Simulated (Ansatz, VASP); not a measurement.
# In: VASP beside Ansatz

The input INCAR:

```
PREC = Accurate
ENCUT = 600
EDIFF = 1E-6
ISMEAR = 0
SIGMA = 0.05
LREAL = F
LASPH = T
NELM = 100
ALGO = Fast
ISIF = 3
LWAVE = F
LCHARG = F
GGA = PE
IBRION = 2
NSW = 80
EDIFFG = -0.01
```

The input KPOINTS:

```
Automatic mesh
0
Gamma
  18 18 18
```

POSCAR

```
In
1.0
   -1.6261500000      1.6261500000      2.4730500000
    1.6261500000     -1.6261500000      2.4730500000
    1.6261500000      1.6261500000     -2.4730500000
In
1
Direct
    0.0000000000      0.0000000000      0.0000000000
```

Input for Ansatz:

```yaml
crystal:
  lattice:
    - [-1.62615, 1.62615, 2.47305]
    - [1.62615, -1.62615, 2.47305]
    - [1.62615, 1.62615, -2.47305]
  atoms:
    - { symbol: In, position: [0.0, 0.0, 0.0] }
basis:
  ecutwfc: 420
  ecutrho_ratio: 4
kpoints:
  mp_grid: { grid: [18, 18, 18] }
hamiltonian:
  xc: pbe
scf:
  occupations: { method: gaussian, width: 0.05 }
output:
  forces: true
  stress: true
  eigenvalues: true
relax:
  f_tol: 0.01
  max_steps: 60
  cell: { stress_tol: 0.04 }
```

Alike in both runs: task relaxation of cell and atoms; functional PBE; k mesh 18 × 18 × 18; occupations gaussian, width 0.05 eV; no spin polarisation.

|  | VASP | Ansatz |
| --- | --- | --- |
| version | VASP 6.6.1 | Ansatz 0.2.0 |
| potentials or method | VASP PAW PBE potentials, release 64 (In_d), cutoff 600 eV | scalar-relativistic, plane waves, PAW |
| valence electrons in the cell | 13 | 13 |

```tsv
	VASP	Ansatz	Ansatz less VASP
gap on the k mesh at the Fermi level, each at its own relaxed structure (eV)	none	none	-
relaxed volume (Å³/atom)	27.58	27.48	-0.097
relaxed length of the cell vector where the two differ most in proportion (Å)	3.394	3.386	-0.0086
```

A gap of «none» marks a metal or a gap that the smearing closes.
